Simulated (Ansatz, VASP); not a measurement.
Ba in VASP and in Ansatz

Contents of POSCAR:

```
Ba
1.0
    3.9086616050      0.0000000000      0.0000000000
    0.0000000000      3.9086616050      0.0000000000
    0.0000000000      0.0000000000      3.9086616050
Ba
1
Direct
    0.0000000000      0.0000000000      0.0000000000
```

Contents of INCAR.step1:

```
ALGO = Normal
EDIFF = 1E-4
ENCUT = 520
GGA = PE
ISMEAR = -1
LASPH = T
LCHARG = F
LREAL = F
LWAVE = T
NBANDS = 11
NELM = 100
PREC = Accurate
SIGMA = 0.1
```

Contents of INCAR.step2:

```
ALGO = Normal
EDIFF = 1E-7
ENCUT = 520
ISIF = 2
ISMEAR = -1
ISTART = 1
LASPH = T
LCHARG = T
LELF = T
LMIXTAU = T
LREAL = F
LVHAR = T
LWAVE = F
METAGGA = R2SCAN
NBANDS = 11
NELM = 100
PREC = Accurate
SIGMA = 0.1
```

KPOINTS

```
k-points
0
Gamma
  9 9 9
```

Input for Ansatz:

```yaml
crystal:
  lattice:
    - [3.908661605, 0.0, 0.0]
    - [0.0, 3.908661605, 0.0]
    - [0.0, 0.0, 3.908661605]
  atoms:
    - { symbol: Ba, position: [0.0, 0.0, 0.0] }
hamiltonian:
  xc: r2scan
  pseudopotentials:
    kind: paw
    azcp:
      Ba: "pseudopotentials/Ba.paw.azcp"
basis:
  ecutwfc: 500
  fft_grid_basis: typed
kpoints:
  mp_grid: { grid: [9, 9, 9], shift: [0, 0, 0] }
magnetization:
  spin_polarized: false
scf:
  occupations: { method: fermi_dirac, width: 0.1 }
  lower_state_search: "off"
output:
  stress: true
  write_density: true
  write_potential: true
  elf: true
  volumetric_format: npy
```

Alike in both runs: task single point; functional r2SCAN; k mesh 9 × 9 × 9; occupations fermi-dirac, width 0.1 eV; no spin polarisation.

```csv
,VASP,Ansatz
version,VASP 6.6.1,Ansatz 0.2.0
potentials or method,"VASP PAW PBE potentials, release 64 (Ba_sv), cutoff 520 eV","plane waves (500 eV) with PAW, scalar-relativistic"
valence electrons in the cell,10,10
```

|  | VASP | Ansatz | Ansatz less VASP |
| --- | --- | --- | --- |
| pressure (GPa) | 0.2 | 0.0 | -0.17 |

VASP's potentials were made for PBE, not for r2SCAN.

Spin-orbit coupling is off throughout.
